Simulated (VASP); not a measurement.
## CuI: single point with PBEsol

The system is CuI.

```
CELL_PARAMETERS angstrom
0.00000 2.79054 2.86209
2.86209 0.00000 2.86209
2.86209 2.79054 0.00000
ATOMIC_POSITIONS crystal
Cu 0.00000 0.00000 0.00000
I 0.50000 0.50000 0.50000
```

This cell differs from its parent crystal: strain -0.0250 x Voigt [0, 1, 0, 0, 0, 0].

| Property | Result |
| --- | --- |
| Program | VASP 6.6.1 |
| Task | single point |
| Functional | PBEsol |
| Potentials or basis | VASP PAW PBE potentials, release 64 (Cu, I) |
| Cutoff | 520 eV |
| k mesh | 14 × 14 × 14 |
| Occupations | gaussian, width 0.15 eV |
| Spin | no spin polarisation |

```
Pressure               : -1.9 GPa
Band gap on the k mesh : zero (band 9 reaches 6.45 eV, above the bottom of band 10 at 5.77 eV)
```

Stress tensor (GPa, compression positive):
```
-2.11  0.00  0.00
 0.00 -1.49  0.00
 0.00  0.00 -2.11
```

Levels at points of the mesh, in eV from the Fermi level:
| k point | band 7 | band 8 | band 9 | band 10 | band 11 | band 12 |
| --- | --- | --- | --- | --- | --- | --- |
| (0.00, 0.00, 0.00) | -1.91 | -1.77 | -1.77 | 0.90 | 7.25 | 7.25 |
| (0.50, 0.00, 0.00) | -1.75 | -0.07 | 0.05 | 2.64 | 4.20 | 4.44 |
| (0.50, 0.50, 0.00) | -1.77 | -1.76 | -1.64 | -0.51 | 4.33 | 9.77 |
| (0.50, 0.00, 0.50) | -1.78 | -1.78 | -1.66 | -0.63 | 4.21 | 10.02 |

Wall time 2.4 min on 1 thread of Intel(R) Xeon(R) Platinum 8259CL CPU @ 2.50GHz (Skylake/Cascade Lake), on a shared host, peak memory 0.32 GiB.

Caveat: the cell differs from its parent crystal (strain -0.0250 x Voigt [0, 1, 0, 0, 0, 0]); the PAW data sets were made with another functional, which shifts forces and pressure a little; spin-orbit coupling is left out, which moves the levels of the heavy elements; semilocal functionals often make such compounds metallic where correlation or magnetic order opens a gap, which also shifts bond lengths.
